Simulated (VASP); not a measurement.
# As (P6/mmm) in VASP: a series of runs

The runs below take As through single point, with PBEsol.

Program: VASP 6.6.1. These are calculated values, not measurements. Logs are shortened: lines on timing, memory, paths and dates and some standing lists are left out, and cuts for length are marked.

## Step 1: The cell of the first run

It takes space group P6/mmm (No. 191, hexagonal). The conventional cell has a = 4.777 Å, b = 4.777 Å, c = 2.782 Å, α = 90.00°, β = 90.00°, γ = 120.00°. As (site symmetry 6/mmm) has 14 As at 2.78 to 3.09 Å within 3.7 Å. Within 3.6 Å of As (site symmetry -6m2) lie 11 As at 2.76 to 3.09 Å.

## Step 2: Single point, PBEsol

File INCAR:

```
SYSTEM = As
ALGO = Normal
EDIFF = 1E-7
ENCUT = 520
GGA = PS
ISIF = 2
ISMEAR = -1
LASPH = .True.
LCHARG = .False.
LREAL = .False.
LWAVE = .False.
NBANDS = 14
NELM = 60
PREC = Accurate
SIGMA = 0.1
```

File KPOINTS:

```
k-points
0
Gamma
  8 8 11
  0 0 0
```

File POSCAR:

```
As
1.0
    4.7773408999      0.0000000000      0.0000000000
   -2.3886704499      4.1372985818      0.0000000000
    0.0000000000      0.0000000000      2.7820315507
As
3
Direct
    1.0000000000      0.0000000000      0.0000000000
    0.3333333333      0.6666666667      0.5000000000
    0.6666666667      0.3333333333      0.5000000000
```

Potentials or basis: VASP PAW PBE potentials, release 64 (As).

Launch:

```sh
> cat potpaw_PBE.64/As/POTCAR > POTCAR
> mpirun -np 1 vasp_std > vasp.out
```

OUTCAR:

```text
SYSTEM = As
   EDIFF = 1E-7
   ENCUT = 520
   GGA = PS
   ISIF = 2
   ISMEAR = -1
   LASPH = .True.
   LREAL = .False.
   NELM = 60
   PREC = Accurate

 ion  position               nearest neighbor table
   1  0.000  0.000  0.000-
   2  0.333  0.667  0.500-   3 2.76   3 2.76   3 2.76
   3  0.667  0.333  0.500-   2 2.76   2 2.76   2 2.76

  LATTYP: Found a hexagonal cell.
 ALAT       =     4.7773408999
 C/A-ratio  =     0.5823389222

  Lattice vectors:

 A1 = (   4.7773408999,   0.0000000000,   0.0000000000)
 A2 = (  -2.3886704499,   4.1372985818,   0.0000000000)
 A3 = (   0.0000000000,   0.0000000000,   2.7820315507)

Analysis of symmetry for initial positions (statically):
=====================================================================
 Subroutine PRICEL returns:
 Original cell was already a primitive cell.

 Routine SETGRP: Setting up the symmetry group for a
 hexagonal supercell.

 Subroutine GETGRP returns: Found 24 space group operations
 (whereof 24 operations were pure point group operations)
 out of a pool of 24 trial point group operations.

The static configuration has the point symmetry D_6h.

Analysis of symmetry for dynamics (positions and initial velocities):
=====================================================================
 Subroutine PRICEL returns:
 Original cell was already a primitive cell.

 Routine SETGRP: Setting up the symmetry group for a
 hexagonal supercell.

 Subroutine GETGRP returns: Found 24 space group operations
 (whereof 24 operations were pure point group operations)
 out of a pool of 24 trial point group operations.

The dynamic configuration has the point symmetry D_6h.

 Subroutine INISYM returns: Found 24 space group operations
 (whereof 24 operations are pure point group operations),
 and found     1 'primitive' translations

----------------------------------------------------------------------------------------

                                     Primitive cell

  volume of cell :      54.9876

  direct lattice vectors                    reciprocal lattice vectors
     4.777340900  0.000000000  0.000000000     0.209321466  0.120851805  0.000000000
    -2.388670450  4.137298582  0.000000000     0.000000000  0.241703609  0.000000000
     0.000000000  0.000000000  2.782031551     0.000000000  0.000000000  0.359449554

  length of vectors
[... 87 lines left out ...]
   NSW    =      0    number of steps for IOM
   IBRION =     -1    ionic relax: 0-MD 1-quasi-New 2-CG
   NFREE  =      0    steps in history (QN), initial steepest desc. (CG)
   ISIF   =      2    stress and relaxation
   ISYM   =      2    0-nonsym 1-usesym 2-fastsym
   POTIM  = 0.5000    time-step for ionic-motion
   TEBEG  =    0.0;   TEEND  =   0.0 temperature during run
   PSTRESS=    0.0 pullay stress
   NELECT =      15.0000    total number of electrons
   NUPDOWN=      -1.0000    fix difference up-down
   EMIN   =  10.00;   EMAX   =-10.00  energy-range for DOS
   EFERMI =   0.00;   METHOD = LEGACY
   ISMEAR =    -1;   SIGMA  =   0.10  broadening in eV -4-tet -1-fermi 0-gaus
   EFERMI_NEDOS =   21; number of points for ismear=-14 and -15
   IALGO  =     38    algorithm
   IMIX   =      4    mixing-type and parameters
     AMIX     =   0.40;   BMIX     =  1.00
     AMIX_MAG =   1.60;   BMIX_MAG =  1.00
  volume/ion in A,a.u.               =      18.33       123.69
  Fermi-wavevector in a.u.,A,eV,Ry     =   1.061737  2.006392 15.337644  1.127285
  Thomas-Fermi vector in A             =   2.197163
   LORBIT       =      0    0 simple, 1 ext, 2 COOP (PROOUT), +10 PAW based schemes
   GGA     = PS    functional components
   LHFCALC =     F    Hartree Fock is set to
   AEXX    =    0.0000 exact exchange contribution
   IVDW    =     0    specifies the selected vdW correction
   LEPSILON=     F    determine dielectric tensor
   LRPA    =     F    only Hartree local field effects (RPA)
 non-spin polarized calculation
  energy-cutoff  :      520.00
  volume of cell :       54.99
 maximum number of plane-waves:      1498
 NGX is ok and might be reduce to    36
   NGX = 17   NGY = 17   NGZ = 11

 number of electron      14.9999999 magnetization

 Free energy of the ion-electron system (eV)
  ---------------------------------------------------
  ext. energy  EPLUGINS =         0.00000000
  ---------------------------------------------------
  free energy    TOTEN  =       -14.21938684 eV

  energy without entropy =      -14.17411372  energy(sigma->0) =      -14.19675028

 E-fermi :   6.6988     XC(G=0): -11.0248

 val. band max:        6.6913483243   @ k =   0.5000  -0.0000   0.2727
 cond. band min:       6.7424232966   @ k =   0.3750  -0.0000   0.3636
 fundamental gap:      0.0510749723
 Fermi energy:         6.6987728931

 k-point     1 :       0.0000    0.0000    0.0000
  band No.  band energies     occupation
      1      -8.6840      2.00000
      2      -3.0191      2.00000
      3      -2.8490      2.00000
      4       1.8767      2.00000
      5       1.8767      2.00000
      6       2.1697      2.00000
      7       2.1697      2.00000
      8       9.3823      0.00000
      9      12.6958      0.00000
     10      12.6958      0.00000
     11      13.6725      0.00000
     12      13.7023      0.00000
     13      14.0133      0.00000
     14      19.4361      0.00000
[... 377 lines left out ...]
      1      -6.9357      2.00000
      2      -4.9966      2.00000
      3      -3.3019      2.00000
      4       0.6089      2.00000
      5       4.0767      2.00000
      6       6.2880      1.96765
      7       6.6625      1.17927
      8       7.1114      0.03179
      9       8.5652      0.00000
     10       9.0629      0.00000
     11       9.4587      0.00000
     12       9.9339      0.00000
     13      14.9851      0.00000
     14      16.1363      0.00000

 [... further k-points ...]
[... 5 lines left out ...]
  --------------------------------------------------------------------------------------
  -------------------------------------------------------------------------------------
  Total        0.0795177      0.0795177      0.0909842      0.0000000     -0.0000000      0.0000000
  in kB        2.3169092      2.3169092      2.6510097      0.0000000     -0.0000000      0.0000000
  external PRESSURE =       2.4282760 kB  Pullay stress =       0.0000000 kB

 VOLUME and BASIS-vectors are now :
 -----------------------------------------------------------------------------
  energy-cutoff  :      520.00
  volume of cell :       54.99
      direct lattice vectors                 reciprocal lattice vectors
     4.777340900  0.000000000  0.000000000     0.209321466  0.120851805  0.000000000
    -2.388670450  4.137298582  0.000000000     0.000000000  0.241703609  0.000000000
     0.000000000  0.000000000  2.782031551     0.000000000  0.000000000  0.359449554

 POSITION                                       TOTAL-FORCE (eV/Angst)
 -----------------------------------------------------------------------------------
      0.00000      0.00000      0.00000         0.000000      0.000000      0.000000
     -0.00000      2.75820      1.39102         0.000000     -0.000000     -0.000000
      2.38867      1.37910      1.39102        -0.000000      0.000000      0.000000
 -----------------------------------------------------------------------------------
    total drift:                               -0.000000      0.000000     -0.000000

  FREE ENERGIE OF THE ION-ELECTRON SYSTEM (eV)
  ---------------------------------------------------
  free  energy   TOTEN  =       -14.2193868377 eV

  energy  without entropy=      -14.1741137233  energy(sigma->0) =      -14.19675028
```

stdout:

```text
POSCAR found type information on POSCAR As
 POSCAR found :  1 types and       3 ions
 scaLAPACK will be used
 -----------------------------------------------------------------------------
|                                                                             |
|                                                                             |
|     You enforced a specific xc type in the INCAR file but a different       |
|     I HOPE YOU KNOW WHAT YOU ARE DOING!                                     |
|                                                                             |
 -----------------------------------------------------------------------------

 LDA part: xc-table for (Slater+PW92), standard interpolation
 POSCAR, INCAR and KPOINTS ok, starting setup
 FFT: planning ... GRIDC
 FFT: planning ... GRID_SOFT
 FFT: planning ... GRID
 WAVECAR not read
 entering main loop
```

Wall time 11 s (1 thread of Intel Xeon 6975P-C (Granite Rapids), shared host); peak memory 0.19 GiB.

Results:

```
Free energy : -14.2194 eV
Pressure    : 0.2 GPa
```

Caveat: the PAW data sets were made with another functional, which shifts forces and pressure a little.

## Step 3: Single point, PBEsol (volume scaled by 0.88)

File INCAR:

```
  PREC = Accurate
  ENCUT = 520
  EDIFF = 1E-6
  ISMEAR = -1
  SIGMA = 0.1
  LREAL = F
  LASPH = T
  NELM = 60
  ALGO = Normal
  ISIF = 2
  LWAVE = F
  LCHARG = F
  GGA = PS
  NBANDS = 14
```

File KPOINTS:

```
regular mesh
0
Gamma
  9 9 13
```

File POSCAR:

```
As
1.0
    4.5780492103      0.0000000000      0.0000000000
   -2.2890246052      3.9647069159      0.0000000000
    0.0000000000      0.0000000000      2.6659762430
As
3
Direct
    1.0000000000      0.0000000000      0.0000000000
    0.3333333333      0.6666666667      0.5000000000
    0.6666666667      0.3333333333      0.5000000000
```

Potentials or basis: VASP PAW PBE potentials, release 64 (As).

Launch:

```sh
> cat potpaw_PBE.64/As/POTCAR > POTCAR
> mpirun -np 1 vasp_std > vasp.out
```

It took 12 s on 1 thread of Intel Xeon 6975P-C (Granite Rapids), shared host; peak memory 0.18 GiB.

The run converged. Its results:

```yaml
Free_energy: -13.8783 eV
Pressure: 16.3 GPa
```

Stress tensor (GPa, compression positive):
```
14.13  0.00  0.00
 0.00 14.13  0.00
 0.00  0.00 20.64
```

Levels at points of the mesh, in eV from the Fermi level:
```
           k point  band 4  band 5  band 6  band 7  band 8  band 9  band 10  band 11  band 12  band 13
(0.00, 0.00, 0.00)   -5.73   -5.73   -5.43   -5.43    2.89    6.97     6.97     7.38     8.12     8.16
```

Caveat: the PAW data sets were made with another functional, which shifts forces and pressure a little.

(Part 1 of 2 ends here.)
